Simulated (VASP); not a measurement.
# Re (P6_3/mmc) in VASP: further runs

Re is run at these levels: LDA; tasks: single point, relaxation of cell and atoms.

All numbers are computed with VASP 6.6.1; they aren't measurements. Logs are shortened: lines on timing, memory, paths and dates and some standing lists are left out, and cuts for length are marked.

### 1 The cell of the first run

Symmetry: P6_3/mmc, No. 194, hexagonal system. The conventional cell has a = 2.738 Å, b = 2.738 Å, c = 4.417 Å, α = 90.00°, β = 90.00°, γ = 120.00°. Within 3.6 Å of Re (site symmetry -6m2) lie 12 Re at 2.72 to 2.74 Å.

### 2 Single point, LDA

The input, INCAR:

```
PREC = Accurate
ENCUT = 500
EDIFF = 1E-6
ISMEAR = -1
SIGMA = 0.1
LREAL = False
LASPH = True
NELM = 120
ALGO = Normal
ISIF = 2
LWAVE = False
LCHARG = False
GGA = CA
NBANDS = 22
GGA_COMPAT = False
```

The input, KPOINTS:

```
Automatic mesh
0
Gamma
  14 14 8
```

The input, POSCAR:

```
Re
1.0
    2.7381459522      0.0000000000      0.0000000000
   -1.3690729761      2.3713039539      0.0000000000
    0.0000000000      0.0000000000      4.4169120289
Re
2
Direct
    0.3333333333      0.6666666667      0.2500000000
    0.6666666667      0.3333333333      0.7500000000
```

Potentials or basis: VASP PAW LDA potentials, release 64 (Re_sv_GW).

Launch:

```console
> cat potpaw_LDA.64/Re_sv_GW/POTCAR > POTCAR
> mpirun -np 1 vasp_std > vasp.out
```

OUTCAR:

```text
PREC = Accurate
   ENCUT = 500
   EDIFF = 1E-6
   ISMEAR = -1
   LREAL = False
   LASPH = True
   NELM = 120
   ISIF = 2
   GGA = CA

 ion  position               nearest neighbor table
   1  0.333  0.667  0.250-   2 2.72   2 2.72   2 2.72   2 2.72   2 2.72   2 2.72
   2  0.667  0.333  0.750-   1 2.72   1 2.72   1 2.72   1 2.72   1 2.72   1 2.72

  LATTYP: Found a hexagonal cell.
 ALAT       =     2.7381459522
 C/A-ratio  =     1.6131032114

  Lattice vectors:

 A1 = (   2.7381459522,   0.0000000000,   0.0000000000)
 A2 = (  -1.3690729761,   2.3713039539,   0.0000000000)
 A3 = (   0.0000000000,   0.0000000000,   4.4169120289)

Analysis of symmetry for initial positions (statically):
=====================================================================
 Subroutine PRICEL returns:
 Original cell was already a primitive cell.

 Routine SETGRP: Setting up the symmetry group for a
 hexagonal supercell.

 Subroutine GETGRP returns: Found 24 space group operations
 (whereof 12 operations were pure point group operations)
 out of a pool of 24 trial point group operations.

The static configuration has the point symmetry D_3d.
 The point group associated with its full space group is D_6h.

Analysis of symmetry for dynamics (positions and initial velocities):
=====================================================================
 Subroutine PRICEL returns:
 Original cell was already a primitive cell.

 Routine SETGRP: Setting up the symmetry group for a
 hexagonal supercell.

 Subroutine GETGRP returns: Found 24 space group operations
 (whereof 12 operations were pure point group operations)
 out of a pool of 24 trial point group operations.

The dynamic configuration has the point symmetry D_3d.
 The point group associated with its full space group is D_6h.

 Subroutine INISYM returns: Found 24 space group operations
 (whereof 12 operations are pure point group operations),
 and found     1 'primitive' translations

----------------------------------------------------------------------------------------

                                     Primitive cell

  volume of cell :      28.6789

  direct lattice vectors                    reciprocal lattice vectors
     2.738145952  0.000000000  0.000000000     0.365210627  0.210854454  0.000000000
    -1.369072976  2.371303954  0.000000000     0.000000000  0.421708908  0.000000000
     0.000000000  0.000000000  4.416912029     0.000000000  0.000000000  0.226402517

  length of vectors
     2.738145952  2.738145952  4.416912029     0.421708908  0.421708908  0.226402517

  position of ions in fractional coordinates (direct lattice)
     0.333333333  0.666666667  0.250000000
     0.666666667  0.333333333  0.750000000

  ion indices of the primitive-cell ions
   primitive index   ion index
                 1           1
                 2           2

----------------------------------------------------------------------------------------

 KPOINTS: Automatic mesh

Automatic generation of k-mesh.
 Grid dimensions read from file:
 generate k-points for:   14   14    8

 Generating k-lattice:

  Cartesian coordinates                     Fractional coordinates (reciprocal lattice)
     0.026086473  0.015061032  0.000000000     0.071428571  0.000000000  0.000000000
     0.000000000  0.030122065  0.000000000     0.000000000  0.071428571  0.000000000
     0.000000000  0.000000000  0.028300315     0.000000000  0.000000000  0.125000000

  Length of vectors
     0.030122065  0.030122065  0.028300315

  Shift w.r.t. Gamma in fractional coordinates (k-lattice)
     0.000000000  0.000000000  0.000000000

 Subroutine IBZKPT returns following result:
 ===========================================

 Found    120 irreducible k-points:

 Following reciprocal coordinates:
            Coordinates               Weight
  0.000000  0.000000  0.000000      1.000000
  0.071429  0.000000  0.000000      6.000000
  0.142857 -0.000000  0.000000      6.000000
  0.214286  0.000000  0.000000      6.000000
  0.285714  0.000000  0.000000      6.000000
  0.357143  0.000000  0.000000      6.000000
[... 16 lines left out ...]
  0.285714  0.285714  0.000000      6.000000
  0.357143  0.285714  0.000000      6.000000
 [... further k-points ...]
   k-points           NKPTS =    120   k-points in BZ     NKDIM =    120   number of bands    NBANDS=     22
   number of dos      NEDOS =    301   number of ions     NIONS =      2
   total plane-waves  NPLWV =  12800
   dimension x,y,z NGX =    20 NGY =   20 NGZ =   32
   dimension x,y,z NGXF=    40 NGYF=   40 NGZF=   64
   ions per type =               2
   NGX,Y,Z   is equivalent  to a cutoff of  12.14, 12.14, 12.04 a.u.
   NGXF,Y,Z  is equivalent  to a cutoff of  24.29, 24.29, 24.09 a.u.
 SYSTEM =  unknown system
   PREC   = accura    normal or accurate (medium, high low for compatibility)
   ISTART =      0    job   : 0-new  1-cont  2-samecut
   ICHARG =      2    charge: 1-file 2-atom 10-const
   ISPIN  =      1    spin polarized calculation?
   LNONCOLLINEAR =      F non collinear calculations
   LSORBIT =      F    spin-orbit coupling
   LASPH  =      T    aspherical Exc in radial PAW
   ENCUT  =  500.0 eV  36.75 Ry    6.06 a.u.   4.99  4.99  8.05*2*pi/ulx,y,z
   NELM   =    120;   NELMIN=  2; NELMDL= -5     # of ELM steps
   EDIFF  = 0.1E-05   stopping-criterion for ELM
   LREAL  =      F    real-space projection
   EDIFFG = 0.1E-04   stopping-criterion for IOM
   NSW    =      0    number of steps for IOM
   IBRION =     -1    ionic relax: 0-MD 1-quasi-New 2-CG
   NFREE  =      0    steps in history (QN), initial steepest desc. (CG)
   ISIF   =      2    stress and relaxation
   ISYM   =      2    0-nonsym 1-usesym 2-fastsym
   POTIM  = 0.5000    time-step for ionic-motion
   TEBEG  =    0.0;   TEEND  =   0.0 temperature during run
   PSTRESS=    0.0 pullay stress
   NELECT =      30.0000    total number of electrons
   NUPDOWN=      -1.0000    fix difference up-down
   EMIN   =  10.00;   EMAX   =-10.00  energy-range for DOS
   EFERMI =   0.00;   METHOD = LEGACY
   ISMEAR =    -1;   SIGMA  =   0.10  broadening in eV -4-tet -1-fermi 0-gaus
   EFERMI_NEDOS =   21; number of points for ismear=-14 and -15
   IALGO  =     38    algorithm
   IMIX   =      4    mixing-type and parameters
     AMIX     =   0.40;   BMIX     =  1.00
     AMIX_MAG =   1.60;   BMIX_MAG =  1.00
  volume/ion in A,a.u.               =      14.34        96.77
  Fermi-wavevector in a.u.,A,eV,Ry     =   1.661860  3.140460 37.576273  2.761778
  Thomas-Fermi vector in A             =   2.748850
   LORBIT       =      0    0 simple, 1 ext, 2 COOP (PROOUT), +10 PAW based schemes
   GGA     = CA    functional components
   LHFCALC =     F    Hartree Fock is set to
   AEXX    =    0.0000 exact exchange contribution
   IVDW    =     0    specifies the selected vdW correction
   LEPSILON=     F    determine dielectric tensor
   LRPA    =     F    only Hartree local field effects (RPA)
 non-spin polarized calculation
  energy-cutoff  :      500.00
  volume of cell :       28.68
 maximum number of plane-waves:       752
 NGX is ok and might be reduce to    20
   NGX =  9   NGY =  9   NGZ = 17

 number of electron      29.9999994 magnetization

 Free energy of the ion-electron system (eV)
  ---------------------------------------------------
  ext. energy  EPLUGINS =         0.00000000
  ---------------------------------------------------
  free energy    TOTEN  =       -30.77692296 eV

  energy without entropy =      -30.72377345  energy(sigma->0) =      -30.75034820

 E-fermi :  13.2192     XC(G=0): -14.5749

 val. band max:       13.2179032719   @ k =   0.0714   0.0000   0.0000
 cond. band min:      13.2390544800   @ k =   0.2857   0.0000   0.5000
 fundamental gap:      0.0211512081
 Fermi energy:        13.2192092616

 k-point     1 :       0.0000    0.0000    0.0000
  band No.  band energies     occupation
      1     -66.1907      2.00000
      2     -66.0487      2.00000
      3     -28.9810      2.00000
      4     -27.8147      2.00000
      5     -27.8147      2.00000
      6     -27.6205      2.00000
[... 14 lines left out ...]
     21      23.5543      0.00000
     22      26.7685      0.00000

 k-point     2 :       0.0714    0.0000    0.0000
  band No.  band energies     occupation
      1     -66.1849      2.00000
      2     -66.0462      2.00000
      3     -28.9594      2.00000
      4     -27.8657      2.00000
      5     -27.8310      2.00000
      6     -27.6732      2.00000
[... 14 lines left out ...]
     21      23.5603      0.00000
     22      27.2564      0.00000

 k-point     3 :       0.1429   -0.0000    0.0000
  band No.  band energies     occupation
      1     -66.1686      2.00000
      2     -66.0392      2.00000
      3     -28.8970      2.00000
      4     -28.0080      2.00000
      5     -27.8758      2.00000
      6     -27.8195      2.00000
[... 14 lines left out ...]
     21      23.4766      0.00000
     22      28.5431      0.00000

 k-point     4 :       0.2143    0.0000    0.0000
  band No.  band energies     occupation
      1     -66.1443      2.00000
      2     -66.0294      2.00000
      3     -28.7994      2.00000
      4     -28.2114      2.00000
      5     -28.0218      2.00000
      6     -27.9376      2.00000
[... 14 lines left out ...]
     21      23.1950      0.00000
     22      29.3920      0.00000

 k-point     5 :       0.2857    0.0000    0.0000
  band No.  band energies     occupation
      1     -66.1161      2.00000
      2     -66.0200      2.00000
      3     -28.6776      2.00000
      4     -28.4364      2.00000
      5     -28.2383      2.00000
      6     -28.0043      2.00000
[... 417 lines left out ...]
 k-point    22 :       0.3571    0.2143    0.0000
  band No.  band energies     occupation
      1     -66.0432      2.00000
      2     -66.0136      2.00000
      3     -28.6943      2.00000
      4     -28.4908      2.00000
      5     -28.3099      2.00000
      6     -28.2914      2.00000
[... 14 lines left out ...]
     21      22.5078      0.00000
     22      25.7406      0.00000

 k-point    23 :       0.2857    0.2857    0.0000
  band No.  band energies     occupation
      1     -66.0406      2.00000
      2     -66.0144      2.00000
      3     -28.6389      2.00000
      4     -28.4912      2.00000
      5     -28.3227      2.00000
      6     -28.2744      2.00000
[... 14 lines left out ...]
     21      22.2781      0.00000
     22      26.2636      0.00000

 k-point    24 :       0.3571    0.2857    0.0000
  band No.  band energies     occupation
      1     -66.0307      2.00000
      2     -66.0190      2.00000
      3     -28.6391      2.00000
      4     -28.4281      2.00000
      5     -28.4114      2.00000
      6     -28.1993      2.00000
[... 14 lines left out ...]
     21      21.9382      0.00000
     22      27.7391      0.00000

 [... further k-points ...]

------------------------ aborting loop because EDIFF is reached ----------------------------------------

  FORCE on cell =-STRESS in cart. coord.  units (eV):
  Direction    XX          YY          ZZ          XY          YZ          ZX
  --------------------------------------------------------------------------------------
  -------------------------------------------------------------------------------------
  Total       -0.1617869     -0.1617869     -0.1849842      0.0000000     -0.0000000      0.0000000
  in kB       -9.0383971     -9.0383971    -10.3343356      0.0000000     -0.0000000      0.0000000
  external PRESSURE =      -9.4703766 kB  Pullay stress =       0.0000000 kB

 VOLUME and BASIS-vectors are now :
 -----------------------------------------------------------------------------
  energy-cutoff  :      500.00
  volume of cell :       28.68
      direct lattice vectors                 reciprocal lattice vectors
     2.738145952  0.000000000  0.000000000     0.365210627  0.210854454  0.000000000
    -1.369072976  2.371303954  0.000000000     0.000000000  0.421708908  0.000000000
     0.000000000  0.000000000  4.416912029     0.000000000  0.000000000  0.226402517

 POSITION                                       TOTAL-FORCE (eV/Angst)
 -----------------------------------------------------------------------------------
     -0.00000      1.58087      1.10423         0.000000      0.000000      0.000000
      1.36907      0.79043      3.31268        -0.000000     -0.000000      0.000000
 -----------------------------------------------------------------------------------
    total drift:                                0.000000     -0.000000      0.000000

  FREE ENERGIE OF THE ION-ELECTRON SYSTEM (eV)
  ---------------------------------------------------
  free  energy   TOTEN  =       -30.7769229553 eV

  energy  without entropy=      -30.7237734463  energy(sigma->0) =      -30.75034820
```

It took 31 s on 1 thread of Intel Xeon 6975P-C (Granite Rapids), shared host; peak memory 0.17 GiB.

Results:

```
Free energy            : -30.7769 eV
Pressure               : -0.9 GPa
Band gap on the k mesh : zero (bands 15 and 16 overlap by 3.39 eV)
```

Caveat: spin-orbit coupling is left out, which moves the levels of the heavy elements.

### 3 Relaxation of cell and atoms, LDA

This run uses another cell than the first one, of 14.71 Å³/atom.

The input, INCAR:

```
  PREC = Accurate
  ENCUT = 500
  EDIFF = 1E-7
  ISMEAR = -1
  SIGMA = 0.1
  LREAL = F
  LASPH = T
  NELM = 120
  ALGO = Normal
  ISIF = 3
  LWAVE = F
  LCHARG = F
  IBRION = 2
  NSW = 100
  EDIFFG = -0.002
  GGA_COMPAT = F
  NELMIN = 4
```

KPOINTS is that of step 2.

The input, POSCAR:

```
Re
1.0
    2.7608000000      0.0000000000      0.0000000000
   -1.3804000000      2.3909229348      0.0000000000
    0.0000000000      0.0000000000      4.4582000000
Re
2
Direct
    0.3333333333      0.6666666667      0.2500000000
    0.6666666667      0.3333333333      0.7500000000
```

Potentials or basis: VASP PAW LDA potentials, release 64 (Re_sv_GW).

Launch:

```console
> cat potpaw_LDA.64/Re_sv_GW/POTCAR > POTCAR
> mpirun -np 1 vasp_std > vasp.out
```

Wall time 2.4 min (1 thread of Intel Xeon 6975P-C (Granite Rapids), shared host); peak memory 0.19 GiB.

It converged, with:

| Quantity | Value |
| --- | --- |
| Free energy | -30.7880 eV |
| Relaxed volume | 14.31 Å³/atom |
| Relaxed cell | a = 2.736 Å, b = 2.736 Å, c = 4.413 Å, α = 90.00°, β = 90.00°, γ = 120.00° |
| Space group after relaxing (to 0.1 Å) | P6_3/mmc (No. 194) |
| Energy gained by relaxing | 14.1 meV/atom |
| Ionic steps | 10 |
| Pressure after relaxing | 0.0 GPa |
| Band gap on the k mesh | zero (bands 15 and 16 overlap by 3.40 eV) |

Step by step:
```csv
step,energy change (eV),largest force (eV/Å),pressure (GPa),volume (Å³)
1,0.0000,0.0000,-10.85,29.43
2,0.5579,0.0000,64.52,25.38
3,-0.0280,0.0000,-0.66,28.67
4,-0.0281,0.0000,-0.09,28.63
5,-0.0281,0.0000,0.14,28.61
6,-0.0281,0.0000,-0.50,28.65
7,-0.0281,0.0000,-0.08,28.63
8,-0.0281,0.0000,0.11,28.61
9,-0.0281,0.0000,0.01,28.62
10,-0.0281,0.0000,-0.02,28.62
```

Final structure:
```yaml
crystal:
  lattice:
    - [2.73649, 0.00000, 0.00000]
    - [-1.36824, 2.36987, 0.00000]
    - [0.00000, 0.00000, 4.41329]
  atoms:
    - { symbol: Re, position: [0.33333, 0.66667, 0.25000] }
    - { symbol: Re, position: [0.66667, 0.33333, 0.75000] }
```

Levels at points of the mesh, in eV from the Fermi level:
```tsv
k point	band 13	band 14	band 15	band 16	band 17	band 18
(0.00, 0.00, 0.00)	-1.64	-0.79	-0.79	0.16	0.16	0.85
(0.50, 0.00, 0.00)	-1.63	-1.37	-0.58	4.13	4.58	4.70
(0.00, 0.00, 0.50)	-1.80	-1.80	-1.80	-1.80	2.65	2.65
(0.50, 0.00, 0.50)	0.39	0.39	1.08	1.08	4.46	4.46
```

Caveat: spin-orbit coupling is left out, which moves the levels of the heavy elements. LDA usually gives volumes a few per cent too small.
